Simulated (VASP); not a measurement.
Write the native input for VASP 6.6.1 that does the following.

```
Task                   : single point
Functional             : PBE
Dispersion             : D3(BJ)
Potentials or basis    : VASP PAW PBE potentials, release 64 (S, Pt)
Cutoff                 : 520 eV
k mesh                 : 9 × 9 × 1
Occupations            : gaussian, width 0.02 eV
Spin                   : no spin polarisation
Dipole correction      : yes
Further INCAR settings : ALGO = Normal; EDIFF = 1e-06; NBANDS = 18
```

The structure of PtS2 lies in POSCAR:

```
PtS2
1.0
    3.4000000000      0.0000000000      0.0000000000
   -1.7000000000      2.9444863729      0.0000000000
    0.0000000000      0.0000000000     30.8254864268
S Pt
2 1
Direct
    0.6666666667      0.3333333333      0.4576162406
    0.3333333333      0.6666666667      0.5423837594
    0.0000000000      0.0000000000      0.5000000000
```

These files were run (other wordings do the same):

INCAR

```
SYSTEM = PtS2
  PREC = Accurate
  ENCUT = 520
  EDIFF = 1E-6
  ISMEAR = 0
  SIGMA = 0.02
  LREAL = .FALSE.
  LASPH = .TRUE.
  NELM = 60
  ALGO = Normal
  ISIF = 2
  LWAVE = .FALSE.
  LCHARG = .TRUE.
  LDIPOL = .TRUE.
  IDIPOL = 3
  DIPOL = 0.5 0.5 0.500
  GGA = PE
  IVDW = 12
  LELF = .TRUE.
  LVHAR = .TRUE.
  LVACPOTAV = .TRUE.
  NBANDS = 18
```

KPOINTS

```
regular mesh
0
G
  9 9 1
  0 0 0
```

Potentials or basis: VASP PAW PBE potentials, release 64 (S, Pt).

Launch:

```bash
$ cat potpaw_PBE.64/S/POTCAR potpaw_PBE.64/Pt/POTCAR > POTCAR
$ mpirun -np 1 vasp_std > vasp.out
```

Results of the run:

| Property | Result |
| --- | --- |
| Largest force | 0.220 eV/Å |
| Band gap on the k mesh | 1.75 eV (least direct gap 1.90 eV) |
| Dispersion energy per atom | -0.297 eV |
| Ionisation potential of the upper face | 6.21 eV |

Caveat: spin-orbit coupling is left out, which moves the levels of the heavy elements.

Wall time 4.2 min on 1 thread of Intel Xeon 8259CL, on a shared host, peak memory 0.49 GiB.
